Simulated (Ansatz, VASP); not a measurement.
# Two plane-wave programs on Re

Contents of POSCAR:

```
Re
1.0
    0.0000000000      1.9085350004      1.9085350004
    1.9085350004      0.0000000000      1.9085350004
    1.9085350004      1.9085350004      0.0000000000
Re
1
Direct
    0.0000000000      0.0000000000      0.0000000000
```

Contents of INCAR.step1:

```
  ALGO = Normal
  EDIFF = 1E-5
  ENCUT = 520
  GGA = PE
  ISIF = 2
  ISMEAR = 1
  LASPH = True
  LCHARG = False
  LREAL = False
  LWAVE = True
  NBANDS = 10
  NELM = 80
  PREC = Accurate
  SIGMA = 0.01
```

INCAR.step2

```
  AEXX = 0.2
  AGGAC = 0.81
  AGGAX = 0.72
  ALDAC = 0.19
  ALGO = Normal
  EDIFF = 1E-6
  ENCUT = 520
  GGA = B3
  ISIF = 2
  ISMEAR = 1
  ISTART = 1
  IVDW = 13
  LASPH = True
  LCHARG = False
  LHFCALC = True
  LREAL = False
  LWAVE = False
  NBANDS = 10
  NELM = 80
  PREC = Accurate
  PRECFOCK = Normal
  SIGMA = 0.01
```

Contents of KPOINTS:

```
k-points
0
Gamma
  8 8 8
```

The input input.yaml:

```yaml
crystal:
  lattice:
    - [0.0, 1.9085350004, 1.9085350004]
    - [1.9085350004, 0.0, 1.9085350004]
    - [1.9085350004, 1.9085350004, 0.0]
  atoms:
    - { symbol: Re, position: [0.0, 0.0, 0.0] }
hamiltonian:
  xc: b3lyp
  pseudopotentials: { kind: paw }
  dispersion: d4
kpoints:
  mp_grid: { grid: [8, 8, 8] }
scf:
  occupations: { method: methfessel_paxton, width: 0.01 }
output:
  forces: true
  stress: true
  eigenvalues: true
```

Alike in both runs: task single point; functional B3LYP; dispersion D4; k mesh 8 × 8 × 8; occupations methfessel-paxton of order 1, width 0.01 eV; no spin polarisation.

|  | VASP | Ansatz |
| --- | --- | --- |
| version | VASP 6.6.1 | Ansatz 0.2.0 |
| potentials or method | VASP PAW PBE potentials, release 64 (Re) | Ansatz PAW |
| plane-wave cutoff (eV) | 520 | 420 |
| valence electrons in the cell | 7 | 15 |

```tsv
	VASP	Ansatz	Ansatz less VASP
gap on the k mesh at the Fermi level (eV)	none	none	-
pressure (GPa)	20.7	21.2	+0.44
```

VASP's potentials were made for PBE, not for B3LYP. A gap of «none» marks a metal or a gap that the smearing closes. VASP's potentials hold 7 valence electrons a cell and Ansatz's 15, so a difference there can come from the potentials and not from the codes.

Spin-orbit coupling is off throughout.
